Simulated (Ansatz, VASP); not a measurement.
# TaC in VASP and in Ansatz

```
CELL_PARAMETERS angstrom
0.00000 2.23763 2.23763
2.23763 0.00000 2.23763
2.23763 2.23763 0.00000
ATOMIC_POSITIONS crystal
Ta 0.00000 0.00000 0.00000
C 0.50000 0.50000 0.50000
```

Alike in both runs: functional PBE; k mesh 16 × 16 × 16; occupations gaussian, width 0.1 eV; no spin polarisation.

Ansatz relaxed the structure, and its values are those at the end. VASP's run is a single point on that final structure, the one shown.

```csv
,VASP,Ansatz
version,VASP 6.6.1,Ansatz 0.2.0
potentials or method,"VASP PAW PBE potentials, release 64 (Ta_pv, C), cutoff 520 eV","scalar-relativistic, plane waves, PAW"
valence electrons in the cell,15,17
```

Ansatz gave:

- gap on the k mesh at the Fermi level (eV): none
- pressure (GPa): 0.0

**Question.** Which values does VASP return?

**Answer.** gap on the k mesh at the Fermi level (eV): none; pressure (GPa): 0.7.

A gap of «none» marks a metal or a gap that the smearing closes. VASP's potentials hold 15 valence electrons a cell and Ansatz's 17, so a difference there can come from the potentials and not from the codes.

Spin-orbit coupling is off throughout.
